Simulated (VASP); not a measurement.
# LiCl (Fm-3m) in VASP: notebook

LiCl is run at these levels: PBE; tasks: single point, relaxation of cell and atoms.

Everything below comes from runs of VASP 6.6.1. Logs are shortened: lines on timing, memory, paths and dates and some standing lists are left out, and cuts for length are marked.

## (1) The cell of the first run

The structure is cubic, space group Fm-3m (No. 225). The conventional cell has a = 5.150 Å, b = 5.150 Å, c = 5.150 Å, α = 90.00°, β = 90.00°, γ = 90.00°. Li (site symmetry m-3m) has 6 Cl at 2.58 Å within 3.4 Å. Within 3.4 Å of Cl (site symmetry m-3m) lie 6 Li at 2.58 Å.

## (2) Single point, PBE

Input file INCAR:

```
SYSTEM = LiCl
ALGO = Normal
EDIFF = 1E-6
ENCUT = 750
GGA = PE
GGA_COMPAT = .False.
ISIF = 2
ISMEAR = 0
LASPH = .True.
LCHARG = .False.
LREAL = .False.
LWAVE = .False.
NBANDS = 12
NELM = 120
PREC = Accurate
SIGMA = 0.01
```

Input file KPOINTS:

```
k-points
0
Gamma
  8 8 8
  0 0 0
```

Input file POSCAR:

```
LiCl
1.0
    0.0000000000      2.5750153216      2.5750153216
    2.5750153216      0.0000000000      2.5750153216
    2.5750153216      2.5750153216      0.0000000000
Li Cl
1 1
Direct
    0.0000000000      0.0000000000      0.0000000000
    0.5000000000      0.5000000000      0.5000000000
```

Potentials or basis: VASP PAW PBE potentials, release 64 (Li_sv, Cl).

On the command line:

```console
cat potpaw_PBE.64/Li_sv/POTCAR potpaw_PBE.64/Cl/POTCAR > POTCAR
mpirun -np 1 vasp_std > vasp.out
```

OUTCAR:

```text
SYSTEM = LiCl
   EDIFF = 1E-6
   ENCUT = 750
   GGA = PE
   ISIF = 2
   ISMEAR = 0
   LASPH = .True.
   LREAL = .False.
   NELM = 120
   PREC = Accurate

 ion  position               nearest neighbor table
   1  0.000  0.000  0.000-   2 2.58   2 2.58   2 2.58   2 2.58   2 2.58   2 2.58
   2  0.500  0.500  0.500-   1 2.58   1 2.58   1 2.58   1 2.58   1 2.58   1 2.58

  LATTYP: Found a face centered cubic cell.
 ALAT       =     5.1500306432

  Lattice vectors:

 A1 = (   0.0000000000,   2.5750153216,   2.5750153216)
 A2 = (   2.5750153216,   0.0000000000,   2.5750153216)
 A3 = (   2.5750153216,   2.5750153216,   0.0000000000)

Analysis of symmetry for initial positions (statically):
=====================================================================
 Subroutine PRICEL returns:
 Original cell was already a primitive cell.

 Routine SETGRP: Setting up the symmetry group for a
 face centered cubic supercell.

 Subroutine GETGRP returns: Found 48 space group operations
 (whereof 48 operations were pure point group operations)
 out of a pool of 48 trial point group operations.

The static configuration has the point symmetry O_h .

Analysis of symmetry for dynamics (positions and initial velocities):
=====================================================================
 Subroutine PRICEL returns:
 Original cell was already a primitive cell.

 Routine SETGRP: Setting up the symmetry group for a
 face centered cubic supercell.

 Subroutine GETGRP returns: Found 48 space group operations
 (whereof 48 operations were pure point group operations)
 out of a pool of 48 trial point group operations.

The dynamic configuration has the point symmetry O_h .

 Subroutine INISYM returns: Found 48 space group operations
 (whereof 48 operations are pure point group operations),
 and found     1 'primitive' translations

----------------------------------------------------------------------------------------

                                     Primitive cell

  volume of cell :      34.1483

  direct lattice vectors                    reciprocal lattice vectors
     0.000000000  2.575015322  2.575015322    -0.194173602  0.194173602  0.194173602
     2.575015322  0.000000000  2.575015322     0.194173602 -0.194173602  0.194173602
     2.575015322  2.575015322  0.000000000     0.194173602  0.194173602 -0.194173602

  length of vectors
     3.641621591  3.641621591  3.641621591     0.336318544  0.336318544  0.336318544

  position of ions in fractional coordinates (direct lattice)
     0.000000000  0.000000000  0.000000000
     0.500000000  0.500000000  0.500000000

  ion indices of the primitive-cell ions
   primitive index   ion index
                 1           1
                 2           2

----------------------------------------------------------------------------------------

 KPOINTS: k-points

Automatic generation of k-mesh.
 Grid dimensions read from file:
 generate k-points for:    8    8    8

 Generating k-lattice:

  Cartesian coordinates                     Fractional coordinates (reciprocal lattice)
    -0.024271700  0.024271700  0.024271700     0.125000000  0.000000000  0.000000000
     0.024271700 -0.024271700  0.024271700     0.000000000  0.125000000  0.000000000
     0.024271700  0.024271700 -0.024271700     0.000000000  0.000000000  0.125000000

  Length of vectors
     0.042039818  0.042039818  0.042039818

  Shift w.r.t. Gamma in fractional coordinates (k-lattice)
     0.000000000  0.000000000  0.000000000

 Subroutine IBZKPT returns following result:
 ===========================================

 Found     29 irreducible k-points:

 Following reciprocal coordinates:
            Coordinates               Weight
  0.000000  0.000000  0.000000      1.000000
  0.125000  0.000000  0.000000      8.000000
  0.250000  0.000000  0.000000      8.000000
  0.375000  0.000000  0.000000      8.000000
  0.500000  0.000000  0.000000      4.000000
  0.125000  0.125000  0.000000      6.000000
[... 16 lines left out ...]
  0.500000  0.250000  0.125000     48.000000
 -0.375000  0.250000  0.125000     24.000000
 [... further k-points ...]
   k-points           NKPTS =     29   k-points in BZ     NKDIM =     29   number of bands    NBANDS=     12
   number of dos      NEDOS =    301   number of ions     NIONS =      2
   total plane-waves  NPLWV =  46656
   dimension x,y,z NGX =    36 NGY =   36 NGZ =   36
   dimension x,y,z NGXF=    72 NGYF=   72 NGZF=   72
   ions per type =               1   1
   NGX,Y,Z   is equivalent  to a cutoff of  16.43, 16.43, 16.43 a.u.
   NGXF,Y,Z  is equivalent  to a cutoff of  32.87, 32.87, 32.87 a.u.
 SYSTEM =  LiCl
   PREC   = accura    normal or accurate (medium, high low for compatibility)
   ISTART =      0    job   : 0-new  1-cont  2-samecut
   ICHARG =      2    charge: 1-file 2-atom 10-const
   ISPIN  =      1    spin polarized calculation?
   LNONCOLLINEAR =      F non collinear calculations
   LSORBIT =      F    spin-orbit coupling
   LASPH  =      T    aspherical Exc in radial PAW
   ENCUT  =  750.0 eV  55.12 Ry    7.42 a.u.   8.13  8.13  8.13*2*pi/ulx,y,z
   NELM   =    120;   NELMIN=  2; NELMDL= -5     # of ELM steps
   EDIFF  = 0.1E-05   stopping-criterion for ELM
   LREAL  =      F    real-space projection
   EDIFFG = 0.1E-04   stopping-criterion for IOM
   NSW    =      0    number of steps for IOM
   IBRION =     -1    ionic relax: 0-MD 1-quasi-New 2-CG
   NFREE  =      0    steps in history (QN), initial steepest desc. (CG)
   ISIF   =      2    stress and relaxation
   ISYM   =      2    0-nonsym 1-usesym 2-fastsym
   POTIM  = 0.5000    time-step for ionic-motion
   TEBEG  =    0.0;   TEEND  =   0.0 temperature during run
   PSTRESS=    0.0 pullay stress
   NELECT =      10.0000    total number of electrons
   NUPDOWN=      -1.0000    fix difference up-down
   EMIN   =  10.00;   EMAX   =-10.00  energy-range for DOS
   EFERMI =   0.00;   METHOD = LEGACY
   ISMEAR =     0;   SIGMA  =   0.01  broadening in eV -4-tet -1-fermi 0-gaus
   EFERMI_NEDOS =   21; number of points for ismear=-14 and -15
   IALGO  =     38    algorithm
   IMIX   =      4    mixing-type and parameters
     AMIX     =   0.40;   BMIX     =  1.00
     AMIX_MAG =   1.60;   BMIX_MAG =  1.00
  volume/ion in A,a.u.               =      17.07       115.22
  Fermi-wavevector in a.u.,A,eV,Ry     =   1.087139  2.054395 16.080329  1.181871
  Thomas-Fermi vector in A             =   2.223291
   LORBIT       =      0    0 simple, 1 ext, 2 COOP (PROOUT), +10 PAW based schemes
   GGA     = PE    functional components
   LHFCALC =     F    Hartree Fock is set to
   AEXX    =    0.0000 exact exchange contribution
   IVDW    =     0    specifies the selected vdW correction
   LEPSILON=     F    determine dielectric tensor
   LRPA    =     F    only Hartree local field effects (RPA)
 non-spin polarized calculation
 Gauss-broadening in eV      SIGMA  =   0.01
  energy-cutoff  :      750.00
  volume of cell :       34.15
 maximum number of plane-waves:      1639
 NGX is ok and might be reduce to    36
   NGX = 17   NGY = 17   NGZ = 17

 number of electron      10.0000001 magnetization

 Free energy of the ion-electron system (eV)
  ---------------------------------------------------
  ext. energy  EPLUGINS =         0.00000000
  ---------------------------------------------------
  free energy    TOTEN  =        -7.38377162 eV

  energy without entropy =       -7.38377162  energy(sigma->0) =       -7.38377162

 E-fermi :   0.5993     XC(G=0):  -8.6790

 val. band max:        0.4893007838   @ k =   0.0000   0.0000   0.0000
 cond. band min:       6.7547768119   @ k =   0.0000   0.0000   0.0000
 fundamental gap:      6.2654760280
 Fermi energy:         0.5992799074

 k-point     1 :       0.0000    0.0000    0.0000
  band No.  band energies     occupation
      1     -43.0460      2.00000
      2     -12.8662      2.00000
      3       0.4893      2.00000
      4       0.4893      2.00000
      5       0.4893      2.00000
      6       6.7548      0.00000
      7      12.4180      0.00000
      8      12.4180      0.00000
      9      12.4180      0.00000
     10      14.9476      0.00000
     11      14.9478      0.00000
     12      14.9490      0.00000

 k-point     2 :       0.1250    0.0000    0.0000
  band No.  band energies     occupation
      1     -43.0456      2.00000
      2     -12.7925      2.00000
      3      -0.0281      2.00000
      4       0.4492      2.00000
      5       0.4492      2.00000
      6       7.2163      0.00000
      7      11.6278      0.00000
      8      12.3092      0.00000
      9      12.3092      0.00000
     10      13.5602      0.00000
     11      13.5602      0.00000
     12      15.4086      0.00000

 k-point     3 :       0.2500    0.0000    0.0000
  band No.  band energies     occupation
      1     -43.0447      2.00000
      2     -12.6051      2.00000
      3      -1.0642      2.00000
      4       0.3574      2.00000
      5       0.3574      2.00000
      6       7.6673      0.00000
      7      11.1676      0.00000
      8      11.1676      0.00000
      9      11.4189      0.00000
     10      14.4123      0.00000
     11      14.4123      0.00000
     12      15.9667      0.00000
[... 286 lines left out ...]
 k-point    23 :       0.5000    0.2500    0.1250
  band No.  band energies     occupation
      1     -43.0433      2.00000
      2     -12.2774      2.00000
      3      -1.7820      2.00000
      4      -0.6923      2.00000
      5       0.0101      2.00000
      6       8.8497      0.00000
      7       9.8482      0.00000
      8      10.8252      0.00000
      9      11.8093      0.00000
     10      14.8502      0.00000
     11      17.9105      0.00000
     12      18.2913      0.00000

 k-point    24 :      -0.3750    0.2500    0.1250
  band No.  band energies     occupation
      1     -43.0430      2.00000
      2     -12.2013      2.00000
      3      -2.0074      2.00000
      4      -0.7864      2.00000
      5      -0.0765      2.00000
      6       8.6786      0.00000
      7       9.7915      0.00000
      8      11.0108      0.00000
      9      12.1639      0.00000
     10      15.9667      0.00000
     11      16.5352      0.00000
     12      18.5976      0.00000

 [... further k-points ...]

------------------------ aborting loop because EDIFF is reached ----------------------------------------

  FORCE on cell =-STRESS in cart. coord.  units (eV):
  Direction    XX          YY          ZZ          XY          YZ          ZX
  --------------------------------------------------------------------------------------
  -------------------------------------------------------------------------------------
  Total       -0.0155928     -0.0155928     -0.0155928     -0.0000000     -0.0000000     -0.0000000
  in kB       -0.7315873     -0.7315873     -0.7315873     -0.0000000     -0.0000000     -0.0000000
  external PRESSURE =      -0.7315873 kB  Pullay stress =       0.0000000 kB

 VOLUME and BASIS-vectors are now :
 -----------------------------------------------------------------------------
  energy-cutoff  :      750.00
  volume of cell :       34.15
      direct lattice vectors                 reciprocal lattice vectors
     0.000000000  2.575015322  2.575015322    -0.194173602  0.194173602  0.194173602
     2.575015322  0.000000000  2.575015322     0.194173602 -0.194173602  0.194173602
     2.575015322  2.575015322  0.000000000     0.194173602  0.194173602 -0.194173602

 POSITION                                       TOTAL-FORCE (eV/Angst)
 -----------------------------------------------------------------------------------
      0.00000      0.00000      0.00000        -0.000000      0.000000     -0.000000
      2.57502      2.57502      2.57502         0.000000     -0.000000      0.000000
 -----------------------------------------------------------------------------------
    total drift:                                0.000000      0.000000      0.000000

  FREE ENERGIE OF THE ION-ELECTRON SYSTEM (eV)
  ---------------------------------------------------
  free  energy   TOTEN  =        -7.3837716191 eV

  energy  without entropy=       -7.3837716191  energy(sigma->0) =       -7.38377162
```

It took 33 s on 1 thread of Intel Xeon 8259CL, shared host; peak memory 0.19 GiB.

What came out:

* Free energy: -7.3838 eV
* Pressure: -0.1 GPa
* Band gap on the k mesh: 6.27 eV

## (3) Relaxation of cell and atoms, PBE

Input file INCAR:

```
PREC = Accurate
ENCUT = 750
EDIFF = 1E-7
ISMEAR = 0
SIGMA = 0.01
LREAL = False
LASPH = True
NELM = 120
ALGO = Normal
ISIF = 3
LWAVE = False
LCHARG = False
GGA = PE
IBRION = 2
NSW = 80
EDIFFG = -0.001
GGA_COMPAT = False
NELMIN = 4
```

Input file KPOINTS:

```
regular mesh
0
Gamma
  8 8 8
```

Input file POSCAR:

```
LiCl
1.0
    0.0000000000      2.5746113100      2.5746113100
    2.5746113100      0.0000000000      2.5746113100
    2.5746113100      2.5746113100      0.0000000000
Li Cl
1 1
Direct
    0.0000000000      0.0000000000      0.0000000000
    0.5000000000      0.5000000000      0.5000000000
```

Potentials or basis: VASP PAW PBE potentials, release 64 (Li_sv, Cl).

On the command line:

```console
cat potpaw_PBE.64/Li_sv/POTCAR potpaw_PBE.64/Cl/POTCAR > POTCAR
mpirun -np 1 vasp_std > vasp.out
```

It took 63 s on 1 thread of Intel Xeon 8259CL, shared host; peak memory 0.2 GiB.

It converged, with:

- Free energy: -7.3838 eV
- Relaxed volume: 17.03 Å³/atom
- Relaxed cell: a = 3.638 Å, b = 3.638 Å, c = 3.638 Å, α = 60.00°, β = 60.00°, γ = 60.00°
- Space group after relaxing (to 0.1 Å): Fm-3m (No. 225)
- Energy gained by relaxing: 0.0 meV/atom
- Ionic steps: 4
- Pressure after relaxing: 0.0 GPa
- Band gap on the k mesh: 6.28 eV

Final structure:
```
CELL_PARAMETERS angstrom
0.00000 2.57264 2.57264
2.57264 0.00000 2.57264
2.57264 2.57264 0.00000
ATOMIC_POSITIONS crystal
Li 0.00000 0.00000 0.00000
Cl 0.50000 0.50000 0.50000
```

Levels at points of the mesh, in eV from the valence-band top:
```csv
k point,band 1,band 2,band 3,band 4,band 5,band 6,band 7,band 8,band 9
"(0.00, 0.00, 0.00)",-43.53,-13.37,0.00,0.00,0.00,6.28,11.93,11.93,11.93
"(0.50, 0.00, 0.00)",-43.53,-12.81,-2.78,-0.25,-0.25,6.75,9.50,9.50,12.87
"(0.50, 0.50, 0.00)",-43.53,-12.57,-2.85,-1.08,-1.08,7.85,8.31,12.36,14.05
```

A k mesh can miss the band edges.
